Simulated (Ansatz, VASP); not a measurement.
# Two plane-wave programs on ZnS

INCAR

```
SYSTEM = ZnS
PREC = Accurate
ENCUT = 520
EDIFF = 1E-7
ISMEAR = -1
SIGMA = 0.05
LREAL = .False.
LASPH = .True.
NELM = 100
ALGO = Normal
ISIF = 2
LWAVE = .False.
LCHARG = .False.
NBANDS = 16
```

KPOINTS

```
regular mesh
0
Gamma
  12 12 12
  0 0 0
```

Contents of POSCAR:

```
ZnS
1.0
    0.0000000000      2.2823205334      2.2823205334
    2.2823205334      0.0000000000      2.2823205334
    2.2823205334      2.2823205334      0.0000000000
Zn S
1 1
Direct
    0.0000000000      0.0000000000      0.0000000000
    0.2500000000      0.2500000000      0.2500000000
```

Input for Ansatz:

```yaml
crystal:
  lattice:
    - [0.0, 2.2823205334, 2.2823205334]
    - [2.2823205334, 0.0, 2.2823205334]
    - [2.2823205334, 2.2823205334, 0.0]
  atoms:
    - { symbol: Zn, position: [0.0, 0.0, 0.0] }
    - { symbol: S, position: [0.25, 0.25, 0.25] }
kpoints:
  mp_grid: { grid: [12, 12, 12] }
scf:
  occupations: { method: fermi_dirac, width: 0.05 }
hamiltonian:
  xc: lda
  pseudopotentials: { kind: paw }
output:
  forces: true
  stress: true
  eigenvalues: true
  populations: true
  write_density: true
  write_potential: true
  elf: true
  volumetric_format: npy
```

Change from the starting cell: volume scaled by 0.64, PAW files.

Alike in both runs: task single point; functional LDA; k mesh 12 × 12 × 12; occupations fermi-dirac, width 0.05 eV; no spin polarisation.

|  | VASP | Ansatz |
| --- | --- | --- |
| version | VASP 6.6.1 | Ansatz 0.2.0 |
| potentials or method | VASP PAW LDA potentials, release 64 (Zn, S) | PAW with Ansatz's default frozen-core files, scalar-relativistic |
| plane-wave cutoff (eV) | 520 | 420 |
| valence electrons in the cell | 18 | 18 |

```tsv
	VASP	Ansatz	Ansatz less VASP
pressure (GPa)	105.0	103.7	-1.33
```

LDA's correlation is that of Perdew and Zunger in VASP and of Perdew and Wang (1992) in Ansatz. Both programs put the cell under a high pressure, so it lies far from rest at this level.

Noted on VASP's run: the cell as given lies far from equilibrium.
